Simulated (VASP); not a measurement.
A run of VASP 6.6.1 is set up as follows.

INCAR

```
ALGO = Normal
EDIFF = 1E-6
ENCUT = 500
GGA = PE
GGA_COMPAT = F
ISIF = 2
ISMEAR = 0
LASPH = T
LCHARG = F
LREAL = F
LWAVE = F
NBANDS = 11
NELM = 120
PREC = Accurate
SIGMA = 0.02
```

File KPOINTS:

```
k-points
0
Gamma
  8 8 8
```

The input POSCAR:

```
Si
1.0
    0.0000000000      2.7348308326      2.7348308326
    2.7348308326      0.0000000000      2.7348308326
    2.7348308326      2.7348308326      0.0000000000
Si
2
Direct
    0.0000000000      0.0000000000      0.0000000000
    0.2500000000      0.2500000000      0.2500000000
```

Potentials or basis: VASP PAW PBE potentials, release 64 (Si).

Run with:

```sh
$ cat potpaw_PBE.64/Si/POTCAR > POTCAR
$ mpirun -np 1 vasp_std > vasp.out
```

(1) Estimate the band gap on the k mesh.

(2) Estimate the pressure.

## Answers

(1) 0.65 eV (least direct gap 2.56 eV).

(2) 0.0 GPa.
